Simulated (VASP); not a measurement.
The system is HfTa3.

```
Hf Ta
1.0
     4.08210    0.00000    0.00000
     0.00000    4.08210    0.00000
     0.00000    0.00000    4.08210
Hf Ta
1 3
Direct
  0.00000 0.00000 0.00000
  0.00000 0.50000 0.50000
  0.50000 0.00000 0.50000
  0.50000 0.50000 0.00000
```

* Program: VASP 6.6.1
* Task: relaxation of cell and atoms
* Functional: PBE
* Potentials or basis: VASP PAW PBE potentials, release 64 (Hf_pv, Ta_pv)
* Cutoff: 600 eV
* k mesh: 4 × 4 × 4
* Occupations: gaussian, width 0.1 eV
* Spin: no spin polarisation

At the start: pressure 29.9 GPa; volume 17.01 Å³/atom.

How do energy, volume and symmetry change on relaxing?

Over 4 steps the energy falls by 231.4 meV/atom and the volume is 19.75 Å³/atom (+16.1 %); space group Pm-3m (No. 221, to 0.05 Å).

Step by step:
| step | energy change (eV) | largest force (eV/Å) | pressure (GPa) | volume (Å³) |
| --- | --- | --- | --- | --- |
| 1 | 0.0000 | 0.0000 | 29.86 | 68.02 |
| 2 | 1.7714 | 0.0000 | -27.27 | 104.24 |
| 3 | -0.9211 | 0.0000 | -1.69 | 79.77 |
| 4 | -0.9255 | 0.0000 | -0.15 | 79.00 |

Final structure:
```yaml
crystal:
  lattice:
    - [4.29088, 0.00000, 0.00000]
    - [0.00000, 4.29088, 0.00000]
    - [0.00000, 0.00000, 4.29088]
  atoms:
    - { symbol: Hf, position: [0.00000, 0.00000, 0.00000] }
    - { symbol: Ta, position: [0.00000, 0.50000, 0.50000] }
    - { symbol: Ta, position: [0.50000, 0.00000, 0.50000] }
    - { symbol: Ta, position: [0.50000, 0.50000, 0.00000] }
```

Caveat: the k points lie up to 0.37 Å⁻¹ apart in the final cell; the volume moved by over 15 % at a fixed basis, so the end points are rough.
